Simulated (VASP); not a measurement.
Wanted: the native input for a VASP 6.6.1 run.

```yaml
Task: single point
Functional: PBEsol
Potentials_or_basis: VASP PAW PBE potentials, release 64 (Zn, Cu)
Cutoff: 520 eV
k_mesh: 14 × 14 × 14
Occupations: fermi-dirac, width 0.05 eV
Spin: no spin polarisation
Dipole_correction: no
Further_INCAR_settings: ALGO = Normal; EDIFF = 1e-06; NBANDS = 18
```

The structure of ZnCu lies in POSCAR:

```
ZnCu
1.0
    2.9450000000      0.0000000000      0.0000000000
    0.0000000000      2.9450000000      0.0000000000
    0.0000000000      0.0000000000      2.9155500000
Zn Cu
1 1
Direct
    0.5000000000      0.5000000000      0.5000000000
    0.0000000000      0.0000000000      0.0000000000
```

This cell differs from its parent crystal: zz strain of -1 %.

One way to write it, as run:

INCAR

```
SYSTEM = ZnCu
  PREC = Accurate
  ENCUT = 520
  EDIFF = 1E-6
  ISMEAR = -1
  SIGMA = 0.05
  LREAL = .False.
  LASPH = .True.
  NELM = 100
  ALGO = Normal
  ISIF = 2
  LWAVE = .False.
  LCHARG = .False.
  GGA = PS
  NBANDS = 18
```

KPOINTS

```
regular mesh
0
Gamma
  14 14 14
  0 0 0
```

Potentials or basis: VASP PAW PBE potentials, release 64 (Zn, Cu).

The run is started by

```bash
$ cat potpaw_PBE.64/Zn/POTCAR potpaw_PBE.64/Cu/POTCAR > POTCAR
$ mpirun -np 1 vasp_std > vasp.out
```

It gave:

- Pressure: -2.9 GPa
- Band gap on the k mesh: zero (an odd number of electrons rules out a gap without spin polarisation)

Caveat: the cell differs from its parent crystal (zz strain of -1 %); the PAW data sets were made with another functional, which shifts forces and pressure a little.

Wall time 2.4 min on 1 thread of Intel Xeon 8259CL, with other jobs on the host, peak memory 0.25 GiB.
